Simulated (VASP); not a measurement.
A run of VASP 6.6.1:

Contents of POSCAR:

```
TlZnBr3
1.0
    5.3024278463      0.0000000000      0.0000000000
    0.0000000000      5.3024278463      0.0000000000
    0.0000000000      0.0000000000      5.3024278463
Tl Zn Br
1 1 3
Direct
    0.0000000000      0.0000000000      0.0000000000
    0.5000000000      0.5000000000      0.5000000000
    0.5000000000      0.5000000000      0.0000000000
    0.5000000000      0.0000000000      0.5000000000
    0.0000000000      0.5000000000      0.5000000000
```

File INCAR.step1:

```
SYSTEM = TlZnBr3
PREC = Accurate
ENCUT = 520
ISMEAR = 0
SIGMA = 0.01
LREAL = .FALSE.
LASPH = .TRUE.
NELM = 100
NBANDS = 31
GGA = PE
ALGO = Normal
EDIFF = 1E-4
LWAVE = .TRUE.
LCHARG = .FALSE.
```

File INCAR.step2:

```
SYSTEM = TlZnBr3
PREC = Accurate
ENCUT = 520
EDIFF = 1E-6
ISMEAR = 0
SIGMA = 0.01
LREAL = .FALSE.
LASPH = .TRUE.
NELM = 100
ALGO = Normal
ISIF = 2
LWAVE = .FALSE.
LCHARG = .FALSE.
METAGGA = R2SCAN
LMIXTAU = .TRUE.
NBANDS = 31
ISTART = 1
```

File KPOINTS:

```
regular mesh
0
G
  4 4 4
  0 0 0
```

Potentials or basis: VASP PAW PBE potentials, release 64 (Tl_d, Zn, Br).

Run with:

```sh
$ cat potpaw_PBE.64/Tl_d/POTCAR potpaw_PBE.64/Zn/POTCAR potpaw_PBE.64/Br/POTCAR > POTCAR
$ cp INCAR.step1 INCAR
$ mpirun -np 1 vasp_std > vasp.out
$ cp INCAR.step2 INCAR
$ mpirun -np 1 vasp_std > vasp.out
```

Hardware: 1 thread of Intel(R) Xeon(R) 6975P-C (Granite Rapids), on a shared host.

Question: How long does it take, and how much memory?

Answer: It took 71 s on 1 thread of Intel(R) Xeon(R) 6975P-C (Granite Rapids), on a shared host, peak memory 0.29 GiB. Counts: k points 10.
